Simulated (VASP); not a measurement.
# CO2 (Cmce) in VASP: a series of runs

The runs below take CO2 through single point, with r2SCAN.

Everything below comes from runs of VASP 6.6.1. Logs are shortened: lines on timing, memory, paths and dates and some standing lists are left out, and cuts for length are marked.

**1. The cell of the first run**

Symmetry: Cmce, No. 64, orthorhombic system. The conventional cell has a = 5.521 Å, b = 4.955 Å, c = 6.614 Å, α = 90.00°, β = 90.00°, γ = 90.00°. C (site symmetry 2/m) has 2 O at 1.16 Å within 1.6 Å. O (site symmetry m) has 1 C at 1.16 Å within 1.6 Å.

**2. Single point, r2SCAN (15.08 Å³/atom)**

POSCAR

```
CO2
1.0
    2.7602649055     -2.4774594779      0.0000000000
    2.7602649055      2.4774594779      0.0000000000
    0.0000000000      0.0000000000      6.6140072853
C O
2 4
Direct
    0.0000000000      0.0000000000      0.0000000000
    0.5000000000      0.5000000000      0.5000000000
    0.8113031150      0.1886968850      0.8960602575
    0.1886968850      0.8113031150      0.1039397425
    0.6886968850      0.3113031150      0.3960602575
    0.3113031150      0.6886968850      0.6039397425
```

INCAR.step1

```
SYSTEM = CO2
ALGO     = Normal         ! electronic algorithm
EDIFF    = 1E-4           ! SCF threshold, eV
ENCUT    = 520            ! plane-wave cutoff, eV
GGA      = PE             ! functional
ISMEAR   = 0              ! smearing method
LASPH    = .True.         ! aspherical terms in the spheres
LCHARG   = .False.        ! write CHGCAR
LREAL    = .False.        ! projectors in reciprocal space
LWAVE    = .True.         ! write WAVECAR
NBANDS   = 25             ! bands
NELM     = 100            ! most SCF steps
PREC     = Accurate       ! precision mode
SIGMA    = 0.02           ! smearing width, eV
```

INCAR.step2

```
SYSTEM = CO2
ALGO     = Normal         ! electronic algorithm
EDIFF    = 1E-6           ! SCF threshold, eV
ENCUT    = 520            ! plane-wave cutoff, eV
ISIF     = 2              ! what is computed and relaxed
ISMEAR   = 0              ! smearing method
ISTART   = 1            
LASPH    = .True.         ! aspherical terms in the spheres
LCHARG   = .False.        ! write CHGCAR
LMIXTAU  = .True.       
LREAL    = .False.        ! projectors in reciprocal space
LWAVE    = .False.        ! write WAVECAR
METAGGA  = R2SCAN         ! meta-GGA
NBANDS   = 25             ! bands
NELM     = 100            ! most SCF steps
PREC     = Accurate       ! precision mode
SIGMA    = 0.02           ! smearing width, eV
```

KPOINTS

```
k-points
0
Gamma
  6 6 4
  0 0 0
```

Potentials or basis: VASP PAW PBE potentials, release 64 (C, O).

Started as:

```console
cat potpaw_PBE.64/C/POTCAR potpaw_PBE.64/O/POTCAR > POTCAR
cp INCAR.step1 INCAR
mpirun -np 1 vasp_std > vasp.out
cp INCAR.step2 INCAR
mpirun -np 1 vasp_std > vasp.out
```

OUTCAR:

```text
SYSTEM = CO2
   EDIFF = 1E-6
   ENCUT = 520
   ISIF = 2
   ISMEAR = 0
   ISTART = 1
   LASPH = .True.
   LREAL = .False.
   METAGGA = R2SCAN
   NELM = 100
   PREC = Accurate

 ion  position               nearest neighbor table
   1  0.000  0.000  0.000-   3 1.16   4 1.16
   2  0.500  0.500  0.500-   5 1.16   6 1.16
   3  0.811  0.189  0.896-   1 1.16
   4  0.189  0.811  0.104-   1 1.16
   5  0.689  0.311  0.396-   2 1.16
   6  0.311  0.689  0.604-   2 1.16

  LATTYP: Found a base centered orthorhombic cell.
 ALAT       =     4.9549189558
 B/A-ratio  =     1.1141513838
 C/A-ratio  =     1.3348366228

  Lattice vectors:

 A1 = (  -2.7602649055,  -2.4774594779,   0.0000000000)
 A2 = (   2.7602649055,  -2.4774594779,   0.0000000000)
 A3 = (   0.0000000000,   0.0000000000,   6.6140072853)

Analysis of symmetry for initial positions (statically):
=====================================================================
 Subroutine PRICEL returns:
 Original cell was already a primitive cell.

 Routine SETGRP: Setting up the symmetry group for a
 base centered orthorhombic supercell.

 Subroutine GETGRP returns: Found  8 space group operations
 (whereof  4 operations were pure point group operations)
 out of a pool of  8 trial point group operations.

The static configuration has the point symmetry C_2h.
 The point group associated with its full space group is D_2h.

Analysis of symmetry for dynamics (positions and initial velocities):
=====================================================================
 Subroutine PRICEL returns:
 Original cell was already a primitive cell.

 Routine SETGRP: Setting up the symmetry group for a
 base centered orthorhombic supercell.

 Subroutine GETGRP returns: Found  8 space group operations
 (whereof  4 operations were pure point group operations)
 out of a pool of  8 trial point group operations.

The dynamic configuration has the point symmetry C_2h.
 The point group associated with its full space group is D_2h.

 Subroutine INISYM returns: Found  8 space group operations
 (whereof  4 operations are pure point group operations),
 and found     1 'primitive' translations

----------------------------------------------------------------------------------------

                                     Primitive cell

  volume of cell :      90.4590

  direct lattice vectors                    reciprocal lattice vectors
     2.760264906 -2.477459478  0.000000000     0.181142034 -0.201819648  0.000000000
     2.760264906  2.477459478  0.000000000     0.181142034  0.201819648  0.000000000
     0.000000000  0.000000000  6.614007285     0.000000000  0.000000000  0.151194270

  length of vectors
     3.709025184  3.709025184  6.614007285     0.271189246  0.271189246  0.151194270

  position of ions in fractional coordinates (direct lattice)
     0.000000000  0.000000000  0.000000000
     0.500000000  0.500000000  0.500000000
     0.811303115  0.188696885  0.896060257
     0.188696885  0.811303115  0.103939743
     0.688696885  0.311303115  0.396060257
     0.311303115  0.688696885  0.603939743

  ion indices of the primitive-cell ions
   primitive index   ion index
                 1           1
                 2           2
                 3           3
                 4           4
                 5           5
                 6           6

----------------------------------------------------------------------------------------

 KPOINTS: k-points

Automatic generation of k-mesh.
 Grid dimensions read from file:
 generate k-points for:    6    6    4

 Generating k-lattice:

  Cartesian coordinates                     Fractional coordinates (reciprocal lattice)
     0.030190339 -0.033636608  0.000000000     0.166666667 -0.000000000  0.000000000
     0.030190339  0.033636608  0.000000000    -0.000000000  0.166666667  0.000000000
     0.000000000  0.000000000  0.037798567     0.000000000  0.000000000  0.250000000

  Length of vectors
     0.045198208  0.045198208  0.037798567

  Shift w.r.t. Gamma in fractional coordinates (k-lattice)
     0.000000000  0.000000000  0.000000000

 Subroutine IBZKPT returns following result:
 ===========================================

 Found     39 irreducible k-points:

 Following reciprocal coordinates:
            Coordinates               Weight
  0.000000  0.000000  0.000000      1.000000
  0.166667 -0.000000  0.000000      4.000000
  0.333333 -0.000000  0.000000      4.000000
  0.500000 -0.000000  0.000000      2.000000
  0.166667  0.166667  0.000000      2.000000
  0.333333  0.166667  0.000000      4.000000
[... 16 lines left out ...]
  0.333333  0.333333  0.250000      4.000000
  0.500000  0.333333  0.250000      8.000000
 [... further k-points ...]
   k-points           NKPTS =     39   k-points in BZ     NKDIM =     39   number of bands    NBANDS=     25
   number of dos      NEDOS =    301   number of ions     NIONS =      6
   total plane-waves  NPLWV =  39200
   dimension x,y,z NGX =    28 NGY =   28 NGZ =   50
   dimension x,y,z NGXF=    56 NGYF=   56 NGZF=  100
   ions per type =               2   4
   NGX,Y,Z   is equivalent  to a cutoff of  12.55, 12.55, 12.57 a.u.
   NGXF,Y,Z  is equivalent  to a cutoff of  25.10, 25.10, 25.14 a.u.
 SYSTEM =  CO2
   PREC   = accura    normal or accurate (medium, high low for compatibility)
   ISTART =      1    job   : 0-new  1-cont  2-samecut
   ICHARG =      0    charge: 1-file 2-atom 10-const
   ISPIN  =      1    spin polarized calculation?
   LNONCOLLINEAR =      F non collinear calculations
   LSORBIT =      F    spin-orbit coupling
   LASPH  =      T    aspherical Exc in radial PAW
   ENCUT  =  520.0 eV  38.22 Ry    6.18 a.u.   6.90  6.90 12.30*2*pi/ulx,y,z
   NELM   =    100;   NELMIN=  2; NELMDL=  0     # of ELM steps
   EDIFF  = 0.1E-05   stopping-criterion for ELM
   LREAL  =      F    real-space projection
   EDIFFG = 0.1E-04   stopping-criterion for IOM
   NSW    =      0    number of steps for IOM
   IBRION =     -1    ionic relax: 0-MD 1-quasi-New 2-CG
   NFREE  =      0    steps in history (QN), initial steepest desc. (CG)
   ISIF   =      2    stress and relaxation
   ISYM   =      2    0-nonsym 1-usesym 2-fastsym
   POTIM  = 0.5000    time-step for ionic-motion
   TEBEG  =    0.0;   TEEND  =   0.0 temperature during run
   PSTRESS=    0.0 pullay stress
   NELECT =      32.0000    total number of electrons
   NUPDOWN=      -1.0000    fix difference up-down
   EMIN   =  10.00;   EMAX   =-10.00  energy-range for DOS
   EFERMI =   0.00;   METHOD = LEGACY
   ISMEAR =     0;   SIGMA  =   0.02  broadening in eV -4-tet -1-fermi 0-gaus
   EFERMI_NEDOS =   21; number of points for ismear=-14 and -15
   IALGO  =     38    algorithm
   IMIX   =      4    mixing-type and parameters
     AMIX     =   0.40;   BMIX     =  1.00
     AMIX_MAG =   1.60;   BMIX_MAG =  1.00
  volume/ion in A,a.u.               =      15.08       101.74
  Fermi-wavevector in a.u.,A,eV,Ry     =   1.157819  2.187961 18.239233  1.340546
  Thomas-Fermi vector in A             =   2.294427
   LORBIT       =      0    0 simple, 1 ext, 2 COOP (PROOUT), +10 PAW based schemes
   METAGGA = R2SCAN    functional components
   LHFCALC =     F    Hartree Fock is set to
   AEXX    =    0.0000 exact exchange contribution
   IVDW    =     0    specifies the selected vdW correction
   LEPSILON=     F    determine dielectric tensor
   LRPA    =     F    only Hartree local field effects (RPA)
 non-spin polarized calculation
 Gauss-broadening in eV      SIGMA  =   0.02
  energy-cutoff  :      520.00
  volume of cell :       90.46
 maximum number of plane-waves:      2460
   NGX = 13   NGY = 13   NGZ = 25

 number of electron      32.0000007 magnetization

 Free energy of the ion-electron system (eV)
  ---------------------------------------------------
  ext. energy  EPLUGINS =         0.00000000
  ---------------------------------------------------
  free energy    TOTEN  =       -51.47110727 eV

  energy without entropy =      -51.47110727  energy(sigma->0) =      -51.47110727

 E-fermi :  -3.9595     XC(G=0):  -8.1579

 val. band max:       -4.0943665145   @ k =   0.5000   0.5000   0.0000
 cond. band min:       3.1405927222   @ k =   0.0000   0.0000   0.0000
 fundamental gap:      7.2349592367
 Fermi energy:        -3.9595458887

 k-point     1 :       0.0000    0.0000    0.0000
  band No.  band energies     occupation
      1     -26.0756      2.00000
      2     -25.9470      2.00000
      3     -24.8480      2.00000
      4     -24.7978      2.00000
      5      -9.5644      2.00000
      6      -9.5556      2.00000
[... 17 lines left out ...]
     24      12.2822      0.00000
     25      12.8207      0.00000

 k-point     2 :       0.1667   -0.0000    0.0000
  band No.  band energies     occupation
      1     -26.0486      2.00000
      2     -25.9359      2.00000
      3     -24.8538      2.00000
      4     -24.8117      2.00000
      5      -9.6521      2.00000
      6      -9.5666      2.00000
[... 17 lines left out ...]
     24      11.4152      0.00000
     25      12.5467      0.00000

 k-point     3 :       0.3333   -0.0000    0.0000
  band No.  band energies     occupation
      1     -25.9864      2.00000
      2     -25.9192      2.00000
      3     -24.8655      2.00000
      4     -24.8429      2.00000
      5      -9.7342      2.00000
      6      -9.6084      2.00000
[... 552 lines left out ...]
 k-point    23 :       0.3333    0.3333    0.2500
  band No.  band energies     occupation
      1     -25.9371      2.00000
      2     -25.8769      2.00000
      3     -24.8721      2.00000
      4     -24.8675      2.00000
      5      -9.8300      2.00000
      6      -9.7038      2.00000
[... 17 lines left out ...]
     24      10.8364      0.00000
     25      11.0040      0.00000

 k-point    24 :       0.5000    0.3333    0.2500
  band No.  band energies     occupation
      1     -25.9081      2.00000
      2     -25.8658      2.00000
      3     -24.8825      2.00000
      4     -24.8783      2.00000
      5      -9.8468      2.00000
      6      -9.6724      2.00000
[... 17 lines left out ...]
     24       9.9612      0.00000
     25      10.3746      0.00000

 [... further k-points ...]

------------------------ aborting loop because EDIFF is reached ----------------------------------------

  FORCE on cell =-STRESS in cart. coord.  units (eV):
  Direction    XX          YY          ZZ          XY          YZ          ZX
  --------------------------------------------------------------------------------------
  -------------------------------------------------------------------------------------
  Total       -0.2601293      2.0899512      0.9742839      0.0000000      0.0000000      0.0000000
  in kB       -4.6073139     37.0164477     17.2561580      0.0000000      0.0000000      0.0000000
  external PRESSURE =      16.5550973 kB  Pullay stress =       0.0000000 kB

 VOLUME and BASIS-vectors are now :
 -----------------------------------------------------------------------------
  energy-cutoff  :      520.00
  volume of cell :       90.46
      direct lattice vectors                 reciprocal lattice vectors
     2.760264906 -2.477459478  0.000000000     0.181142034 -0.201819648  0.000000000
     2.760264906  2.477459478  0.000000000     0.181142034  0.201819648  0.000000000
     0.000000000  0.000000000  6.614007285     0.000000000  0.000000000  0.151194270

 POSITION                                       TOTAL-FORCE (eV/Angst)
 -----------------------------------------------------------------------------------
      0.00000      0.00000      0.00000         0.000000      0.000000      0.000000
      2.76026      0.00000      3.30700        -0.000000      0.000000      0.000000
      2.76026     -1.54248      5.92655         0.000000      0.638208     -0.468566
      2.76026      1.54248      0.68746         0.000000     -0.638208      0.468566
      2.76026     -0.93498      2.61955         0.000000     -0.638208     -0.468566
      2.76026      0.93498      3.99446         0.000000      0.638208      0.468566
 -----------------------------------------------------------------------------------
    total drift:                                0.000000     -0.000000      0.000000

  FREE ENERGIE OF THE ION-ELECTRON SYSTEM (eV)
  ---------------------------------------------------
  free  energy   TOTEN  =       -51.4711072656 eV

  energy  without entropy=      -51.4711072656  energy(sigma->0) =      -51.47110727
```

It took 1.8 min on 1 thread of Intel Xeon 6975P-C (Granite Rapids), shared host; peak memory 0.23 GiB.

Results:

```yaml
Free_energy: -51.4711 eV
Pressure: 1.7 GPa
Largest_force: 0.792 eV/Å
Band_gap_on_the_k_mesh: 7.24 eV (least direct gap 7.67 eV)
```

Forces in eV/Å, atoms in the order of the input:
```
C    0.000  0.000  0.000
C    0.000  0.000  0.000
O    0.000  0.638 -0.469
O    0.000 -0.638  0.469
O    0.000 -0.638 -0.469
O    0.000  0.638  0.469
```

Levels at points of the mesh, in eV from the valence-band top:
```
           k point  band 14  band 15  band 16  band 17  band 18  band 19
(0.00, 0.00, 0.00)    -0.79    -0.54    -0.43     7.24     8.09     8.66
(0.50, 0.00, 0.00)    -0.60    -0.25    -0.25     8.53     8.53     9.37
(0.50, 0.50, 0.00)    -0.49    -0.25     0.00     8.71     9.68     9.71
(0.00, 0.00, 0.50)    -0.70    -0.60    -0.60     8.36     8.36     8.40
(0.50, 0.00, 0.50)    -0.66    -0.22    -0.22     8.60     8.60     9.44
(0.50, 0.50, 0.50)    -0.55    -0.23    -0.23     9.23     9.23     9.69
```

Caveat: the PAW data sets were made with another functional, which shifts forces and pressure a little.

(Part 1 of 2 ends here.)
